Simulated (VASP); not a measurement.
# In (Im-3m) in VASP: further runs

Runs on In. Level: RPBE. Tasks: single point, relaxation of cell and atoms.

Program: VASP 6.6.1. These are calculated values, not measurements. Logs are shortened: lines on timing, memory, paths and dates and some standing lists are left out, and cuts for length are marked.

### Step 1. The cell of the first run

It takes space group Im-3m (No. 229, cubic). Conventional cell: a = 4.028 Å, b = 4.028 Å, c = 4.028 Å, α = 90.00°, β = 90.00°, γ = 90.00°. In (site symmetry m-3m) has 14 In at 3.49 to 4.03 Å within 4.6 Å.

### Step 2. Single point, RPBE (volume scaled by 1.12)

The input, INCAR:

```
SYSTEM = In
PREC = Accurate
ENCUT = 520
EDIFF = 1E-6
ISMEAR = -1
SIGMA = 0.1
LREAL = .FALSE.
LASPH = .TRUE.
NELM = 80
ALGO = Normal
ISIF = 2
LWAVE = .FALSE.
LCHARG = .TRUE.
GGA = RP
LELF = .TRUE.
LVHAR = .TRUE.
NBANDS = 12
```

The input, KPOINTS:

```
Automatic mesh
0
G
  13 13 13
  0 0 0
```

The input, POSCAR:

```
In
1.0
   -2.0142342368      2.0142342368      2.0142342368
    2.0142342368     -2.0142342368      2.0142342368
    2.0142342368      2.0142342368     -2.0142342368
In
1
Direct
    0.0000000000      0.0000000000      0.0000000000
```

Potentials or basis: VASP PAW PBE potentials, release 64 (In_d).

Run with:

```console
cat potpaw_PBE.64/In_d/POTCAR > POTCAR
mpirun -np 1 vasp_std > vasp.out
```

OUTCAR:

```text
SYSTEM = In
   PREC = Accurate
   ENCUT = 520
   EDIFF = 1E-6
   ISMEAR = -1
   LREAL = .FALSE.
   LASPH = .TRUE.
   NELM = 80
   ISIF = 2
   GGA = RP

 ion  position               nearest neighbor table
   1  0.000  0.000  0.000-

  LATTYP: Found a body centered cubic cell.
 ALAT       =     4.0284684736

  Lattice vectors:

 A1 = (  -2.0142342368,   2.0142342368,   2.0142342368)
 A2 = (   2.0142342368,  -2.0142342368,   2.0142342368)
 A3 = (   2.0142342368,   2.0142342368,  -2.0142342368)

Analysis of symmetry for initial positions (statically):
=====================================================================
 Subroutine PRICEL returns:
 Original cell was already a primitive cell.

 Routine SETGRP: Setting up the symmetry group for a
 body centered cubic supercell.

 Subroutine GETGRP returns: Found 48 space group operations
 (whereof 48 operations were pure point group operations)
 out of a pool of 48 trial point group operations.

The static configuration has the point symmetry O_h .

Analysis of symmetry for dynamics (positions and initial velocities):
=====================================================================
 Subroutine PRICEL returns:
 Original cell was already a primitive cell.

 Routine SETGRP: Setting up the symmetry group for a
 body centered cubic supercell.

 Subroutine GETGRP returns: Found 48 space group operations
 (whereof 48 operations were pure point group operations)
 out of a pool of 48 trial point group operations.

The dynamic configuration has the point symmetry O_h .

 Subroutine INISYM returns: Found 48 space group operations
 (whereof 48 operations are pure point group operations),
 and found     1 'primitive' translations

----------------------------------------------------------------------------------------

                                     Primitive cell

  volume of cell :      32.6881

  direct lattice vectors                    reciprocal lattice vectors
    -2.014234237  2.014234237  2.014234237     0.000000000  0.248233294  0.248233294
     2.014234237 -2.014234237  2.014234237     0.248233294  0.000000000  0.248233294
     2.014234237  2.014234237 -2.014234237     0.248233294  0.248233294  0.000000000

  length of vectors
     3.488756036  3.488756036  3.488756036     0.351054891  0.351054891  0.351054891

  position of ions in fractional coordinates (direct lattice)
[... 82 lines left out ...]
   NFREE  =      0    steps in history (QN), initial steepest desc. (CG)
   ISIF   =      2    stress and relaxation
   ISYM   =      2    0-nonsym 1-usesym 2-fastsym
   POTIM  = 0.5000    time-step for ionic-motion
   TEBEG  =    0.0;   TEEND  =   0.0 temperature during run
   PSTRESS=    0.0 pullay stress
   NELECT =      13.0000    total number of electrons
   NUPDOWN=      -1.0000    fix difference up-down
   EMIN   =  10.00;   EMAX   =-10.00  energy-range for DOS
   EFERMI =   0.00;   METHOD = LEGACY
   ISMEAR =    -1;   SIGMA  =   0.10  broadening in eV -4-tet -1-fermi 0-gaus
   EFERMI_NEDOS =   21; number of points for ismear=-14 and -15
   IALGO  =     38    algorithm
   IMIX   =      4    mixing-type and parameters
     AMIX     =   0.40;   BMIX     =  1.00
     AMIX_MAG =   1.60;   BMIX_MAG =  1.00
  volume/ion in A,a.u.               =      32.69       220.59
  Fermi-wavevector in a.u.,A,eV,Ry     =   1.203906  2.275053 19.720149  1.449390
  Thomas-Fermi vector in A             =   2.339646
   LORBIT       =      0    0 simple, 1 ext, 2 COOP (PROOUT), +10 PAW based schemes
   GGA     = RP    functional components
   LHFCALC =     F    Hartree Fock is set to
   AEXX    =    0.0000 exact exchange contribution
   IVDW    =     0    specifies the selected vdW correction
   LEPSILON=     F    determine dielectric tensor
   LRPA    =     F    only Hartree local field effects (RPA)
 non-spin polarized calculation
  energy-cutoff  :      520.00
  volume of cell :       32.69
 maximum number of plane-waves:       935
 NGX is ok and might be reduce to    28
   NGX = 13   NGY = 13   NGZ = 13

 number of electron      13.0000007 magnetization

 Free energy of the ion-electron system (eV)
  ---------------------------------------------------
  ext. energy  EPLUGINS =         0.00000000
  ---------------------------------------------------
  free energy    TOTEN  =        -2.16794544 eV

  energy without entropy =       -2.14792935  energy(sigma->0) =       -2.15793739

 E-fermi :   5.4053     XC(G=0):  -9.1366

 val. band max:        5.3956049881   @ k =   0.3077   0.3077   0.0000
 cond. band min:       5.4187483741   @ k =  -0.4615  -0.4615   0.3077
 fundamental gap:      0.0231433859
 Fermi energy:         5.4052528463

 k-point     1 :       0.0000    0.0000    0.0000
  band No.  band energies     occupation
      1      -9.1748      2.00000
      2      -9.1748      2.00000
      3      -9.1748      2.00000
      4      -9.0226      2.00000
      5      -9.0226      2.00000
      6      -2.7489      2.00000
      7      14.3473      0.00000
      8      14.3473      0.00000
      9      14.3473      0.00000
     10      17.6274      0.00000
     11      17.6274      0.00000
     12      17.6274      0.00000
[... 331 lines left out ...]
 k-point    24 :       0.2308    0.0769    0.0769
  band No.  band energies     occupation
      1      -9.2042      2.00000
      2      -9.1615      2.00000
      3      -9.0406      2.00000
      4      -9.0268      2.00000
      5      -9.0064      2.00000
      6      -0.6761      2.00000
      7       6.9722      0.00000
      8       9.8284      0.00000
      9      10.8437      0.00000
     10      16.3999      0.00000
     11      16.8500      0.00000
     12      18.7913      0.00000

 [... further k-points ...]

------------------------ aborting loop because EDIFF is reached ----------------------------------------

  FORCE on cell =-STRESS in cart. coord.  units (eV):
  Direction    XX          YY          ZZ          XY          YZ          ZX
  --------------------------------------------------------------------------------------
  -------------------------------------------------------------------------------------
  Total       -0.5082772     -0.5082772     -0.5082772     -0.0000000     -0.0000000      0.0000000
  in kB      -24.9127294    -24.9127294    -24.9127294     -0.0000000     -0.0000000      0.0000000
  external PRESSURE =     -24.9127294 kB  Pullay stress =       0.0000000 kB

 VOLUME and BASIS-vectors are now :
 -----------------------------------------------------------------------------
  energy-cutoff  :      520.00
  volume of cell :       32.69
      direct lattice vectors                 reciprocal lattice vectors
    -2.014234237  2.014234237  2.014234237     0.000000000  0.248233294  0.248233294
     2.014234237 -2.014234237  2.014234237     0.248233294  0.000000000  0.248233294
     2.014234237  2.014234237 -2.014234237     0.248233294  0.248233294  0.000000000

 POSITION                                       TOTAL-FORCE (eV/Angst)
 -----------------------------------------------------------------------------------
      0.00000      0.00000      0.00000        -0.000000      0.000000      0.000000
 -----------------------------------------------------------------------------------
    total drift:                                0.000000      0.000000      0.000000

  FREE ENERGIE OF THE ION-ELECTRON SYSTEM (eV)
  ---------------------------------------------------
  free  energy   TOTEN  =        -2.1679454388 eV

  energy  without entropy=       -2.1479293484  energy(sigma->0) =       -2.15793739
```

stdout:

```text
POSCAR found type information on POSCAR In
 POSCAR found :  1 types and       1 ions
 scaLAPACK will be used
 -----------------------------------------------------------------------------
|                                                                             |
|                                                                             |
|     You enforced a specific xc type in the INCAR file but a different       |
|     I HOPE YOU KNOW WHAT YOU ARE DOING!                                     |
|                                                                             |
 -----------------------------------------------------------------------------

 LDA part: xc-table for (Slater+PW92), standard interpolation
 POSCAR, INCAR and KPOINTS ok, starting setup
 FFT: planning ... GRIDC
 FFT: planning ... GRID_SOFT
 FFT: planning ... GRID
 WAVECAR not read
 entering main loop
```

It took 62 s on 1 thread of AMD EPYC 7R13, shared host; peak memory 0.14 GiB.

What came out:

```yaml
Free_energy: -2.1679 eV
Pressure: -2.5 GPa
```

Levels at points of the mesh, in eV from the Fermi level:
```
           k point  band 3  band 4  band 5  band 6  band 7  band 8  band 9  band 10
(0.00, 0.00, 0.00)  -14.58  -14.43  -14.43   -8.15    8.94    8.94    8.94    12.22
```

Caveat: the cell differs from its parent crystal (volume scaled by 1.12); the PAW data sets were made with another functional, which shifts forces and pressure a little; spin-orbit coupling is left out, which moves the levels of the heavy elements.

### Step 3. Relaxation of cell and atoms, RPBE

This run uses another cell than the first one, of 26.14 Å³/atom, 0.800 times its volume.

The input, INCAR:

```
SYSTEM = In
ALGO = Normal ; EDIFF = 1E-7
EDIFFG = -0.01 ; ENCUT = 600
GGA = RP ; IBRION = 2
ISIF = 3 ; ISMEAR = -1
LASPH = .TRUE. ; LCHARG = .FALSE.
LREAL = .FALSE. ; LWAVE = .FALSE.
NELM = 80 ; NSW = 80
PREC = Accurate ; SIGMA = 0.1
```

The input, KPOINTS:

```
k-points
0
G
  12 12 12
  0 0 0
```

The input, POSCAR:

```
In
1.0
   -1.8696844469      1.8696844469      1.8696844469
    1.8696844469     -1.8696844469      1.8696844469
    1.8696844469      1.8696844469     -1.8696844469
In
1
Direct
    0.0000000000      0.0000000000      0.0000000000
```

Potentials or basis: VASP PAW PBE potentials, release 64 (In_d).

Run with:

```console
cat potpaw_PBE.64/In_d/POTCAR > POTCAR
mpirun -np 1 vasp_std > vasp.out
```

Wall time 2.1 min (1 thread of AMD EPYC 7R13, shared host); peak memory 0.15 GiB.

It converged, with:

* Free energy: -2.1946 eV
* Relaxed volume: 29.18 Å³/atom
* Relaxed cell: a = 3.359 Å, b = 3.359 Å, c = 3.359 Å, α = 109.47°, β = 109.47°, γ = 109.47°
* Space group after relaxing (to 0.05 Å): Im-3m (No. 229)
* Energy gained by relaxing: 35.4 meV/atom
* Ionic steps: 3
* Pressure after relaxing: 0.0 GPa

The path:
```
step  energy change (eV)  largest force (eV/Å)  pressure (GPa)  volume (Å³)
   1              0.0000                0.0000            4.23        26.14
   2             -0.0351                0.0000            0.32        28.84
   3             -0.0354                0.0000           -0.03        29.18
```

Final structure:
```
In
1.0
    -1.93936    1.93936    1.93936
     1.93936   -1.93936    1.93936
     1.93936    1.93936   -1.93936
In
1
Direct
  0.00000 0.00000 0.00000
```

Levels at points of the mesh, in eV from the Fermi level:
```tsv
k point	band 2	band 3	band 4	band 5	band 6	band 7	band 8	band 9	band 10
(0.00, 0.00, 0.00)	-14.65	-14.65	-14.45	-14.45	-8.83	10.02	10.02	10.02	12.59
(0.50, 0.00, 0.00)	-14.67	-14.46	-14.45	-14.32	-3.90	-2.78	5.46	6.92	9.33
(0.50, 0.50, 0.50)	-14.72	-14.35	-14.35	-14.35	0.34	1.26	1.26	1.26	5.03
```

Caveat: the PAW data sets were made with another functional, which shifts forces and pressure a little; spin-orbit coupling is left out, which moves the levels of the heavy elements.

### Step 4. Single point, RPBE

This run uses another cell than the first one, of 29.19 Å³/atom, 0.893 times its volume.

The input, INCAR:

```
PREC     = Accurate       # precision mode
ENCUT    = 520            # plane-wave cutoff, eV
EDIFF    = 1E-6           # SCF threshold, eV
ISMEAR   = -1             # smearing method
SIGMA    = 0.1            # smearing width, eV
LREAL    = F              # projectors in reciprocal space
LASPH    = T              # aspherical terms in the spheres
NELM     = 60             # most SCF steps
ALGO     = Normal         # electronic algorithm
ISIF     = 2              # what is computed and relaxed
LWAVE    = F              # write WAVECAR
LCHARG   = T              # write CHGCAR
GGA      = RP             # functional
LELF     = T              # ELF
LVHAR    = T            
NBANDS   = 12             # bands
```

The input, KPOINTS:

```
Automatic mesh
0
Gamma
  19 19 19
```

The input, POSCAR:

```
In
1.0
   -1.9395633363      1.9395633363      1.9395633363
    1.9395633363     -1.9395633363      1.9395633363
    1.9395633363      1.9395633363     -1.9395633363
In
1
Direct
    0.0000000000      0.0000000000      0.0000000000
```

Run with:

```console
cat potpaw_PBE.64/In_d/POTCAR > POTCAR
mpirun -np 1 vasp_std > vasp.out
```

Wall time 2 min (1 thread of AMD EPYC 7R13, shared host); peak memory 0.18 GiB.

It converged, with:

```
Free energy : -2.1981 eV
Pressure    : -0.1 GPa
```

Levels at points of the mesh, in eV from the Fermi level:
```
           k point  band 2  band 3  band 4  band 5  band 6  band 7  band 8  band 9  band 10  band 11
(0.00, 0.00, 0.00)  -14.65  -14.65  -14.44  -14.44   -8.82   10.02   10.02   10.02    12.60    12.60
```

Caveat: the PAW data sets were made with another functional, which shifts forces and pressure a little; spin-orbit coupling is left out, which moves the levels of the heavy elements.

### Step 5. Summary

| task | cell | k mesh | cutoff (eV) | gap on the mesh (eV) | pressure (GPa) |
| --- | --- | --- | --- | --- | --- |
| single point | a = 3.489 Å, angles 109.5°, 1 atom | 13 × 13 × 13 | 520 | none | -2.5 |
| relaxation of cell and atoms | relaxed from a = 3.238 Å, angles 109.5°, 1 atom | 12 × 12 × 12 | 600 | none | 0.0 |
| single point | a = 3.359 Å, angles 109.5°, 1 atom | 19 × 19 × 19 | 520 | none | -0.1 |

Alike in all rows: level RPBE; potentials or basis VASP PAW PBE potentials, release 64 (In_d); no spin polarisation; smearing fermi-dirac 0.1 eV.

Caveats: the PAW data sets were made with another functional, which shifts forces and pressure a little; spin-orbit coupling is left out, which moves the levels of the heavy elements.

Total energies depend on the potentials used, so only differences within one code and one set of settings carry meaning.
